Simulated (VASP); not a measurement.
Write the native input for VASP 6.6.1 that does the following.

| Quantity | Value |
| --- | --- |
| Task | single point |
| Functional | PBE |
| Potentials or basis | VASP PAW PBE potentials, release 64 (Sb, As, C) |
| Cutoff | 520 eV |
| k mesh | 12 × 12 × 4 |
| Occupations | gaussian, width 0.1 eV |
| Spin | no spin polarisation |
| Dipole correction | no |
| Further INCAR settings | ALGO = Normal; EDIFF = 1e-07; NBANDS = 35 |

The structure of Sb2As2C lies in POSCAR:

```
Sb2As2C
1.0
    4.5688142025      0.0000000000      0.0000000000
   -2.2844071013      3.9567091645      0.0000000000
    0.0000000000      0.0000000000     15.9131557896
Sb As C
4 4 2
Direct
    0.3333333333      0.6666666667      0.5517892406
    0.6666666667      0.3333333333      0.0517892406
    0.6666666667      0.3333333333      0.4482107594
    0.3333333333      0.6666666667      0.9482107594
    0.0000000000      0.0000000000      0.8607188245
    0.0000000000      0.0000000000      0.3607188245
    0.0000000000      0.0000000000      0.1392811755
    0.0000000000      0.0000000000      0.6392811755
    0.0000000000      0.0000000000      0.2500000000
    0.0000000000      0.0000000000      0.7500000000
```

The cell was built from a structure type or drawn by symmetry, and may not be a known phase.

One way to write it, as run:

INCAR

```
SYSTEM = Sb2As2C
ALGO = Normal ; EDIFF = 1E-7
ENCUT = 520 ; GGA = PE
ISIF = 2 ; ISMEAR = 0
LASPH = .TRUE. ; LCHARG = .FALSE.
LREAL = .FALSE. ; LWAVE = .FALSE.
NBANDS = 35 ; NELM = 100
PREC = Accurate ; SIGMA = 0.1
```

KPOINTS

```
k-points
0
G
  12 12 4
  0 0 0
```

Potentials or basis: VASP PAW PBE potentials, release 64 (Sb, As, C).

The run is started by

```bash
$ cat potpaw_PBE.64/Sb/POTCAR potpaw_PBE.64/As/POTCAR potpaw_PBE.64/C/POTCAR > POTCAR
$ mpirun -np 1 vasp_std > vasp.out
```

Results of the run:

| Quantity | Value |
| --- | --- |
| Pressure | 0.2 GPa |
| Largest force | 0.212 eV/Å |
| Band gap on the k mesh | zero (bands 24 and 25 overlap by 0.89 eV) |

Caveat: spin-orbit coupling is left out, which moves the levels of the heavy elements.

It took 14 min on 1 thread of Intel(R) Xeon(R) Platinum 8259CL CPU @ 2.50GHz (Skylake/Cascade Lake), with other jobs on the host, peak memory 0.72 GiB.
